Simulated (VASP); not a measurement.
Set up this calculation in VASP 6.6.1, as the native input.

```
Task                   : single point
Functional             : PBE
Potentials or basis    : VASP PAW PBE potentials, release 64 (Be, Se)
Cutoff                 : 520 eV
k mesh                 : 4 × 4 × 1
Occupations            : gaussian, width 0.1 eV
Spin                   : no spin polarisation
Dipole correction      : no
Further INCAR settings : ALGO = Normal; EDIFF = 1e-07; NBANDS = 33
```

The structure of Be2Se3 lies in POSCAR:

```
Be2Se3
1.0
    3.7216196888      0.0002735413     -0.0370581304
    1.8607069324      3.2897300397     -0.0138182532
    0.0839738484      1.1756379073     17.3277724490
Be Se
4 6
Direct
    0.6682602826      0.9291781979      0.6456078343
    0.4019417772      0.9266756338      0.1463895863
    0.2756090363      0.2738834340      0.8536724133
    0.4515395151      0.2756296928      0.3544945210
   -0.0216223508      0.2893768920      0.6078630640
    0.7299475562      0.2866166734      0.1088347754
    0.6252148649      0.5818465095      0.8912114916
    0.7958606486      0.5833660878      0.3922135521
    0.3156988092      0.9473670431      0.7492703678
    0.7369062406      0.9473470759      0.2504423944
```

The input as run:

INCAR

```
SYSTEM = Be2Se3
PREC = Accurate
ENCUT = 520
EDIFF = 1E-7
ISMEAR = 0
SIGMA = 0.1
LREAL = .False.
LASPH = .True.
NELM = 80
ALGO = Normal
ISIF = 2
LWAVE = .False.
LCHARG = .False.
GGA = PE
NBANDS = 33
```

KPOINTS

```
regular mesh
0
Gamma
  4 4 1
  0 0 0
```

Potentials or basis: VASP PAW PBE potentials, release 64 (Be, Se).

Launch:

```console
$ cat potpaw_PBE.64/Be/POTCAR potpaw_PBE.64/Se/POTCAR > POTCAR
$ mpirun -np 1 vasp_std > vasp.out
```

It gave:

| Property | Result |
| --- | --- |
| Pressure | 0.1 GPa |
| Largest force | 0.018 eV/Å |
| Band gap on the k mesh | 1.15 eV, indirect (least direct gap 1.51 eV) |

Caveat: the k points lie up to 0.49 Å⁻¹ apart.

It took 63 s on 1 thread of Intel(R) Xeon(R) 6975P-C (Granite Rapids) (shared host), peak memory 0.32 GiB.
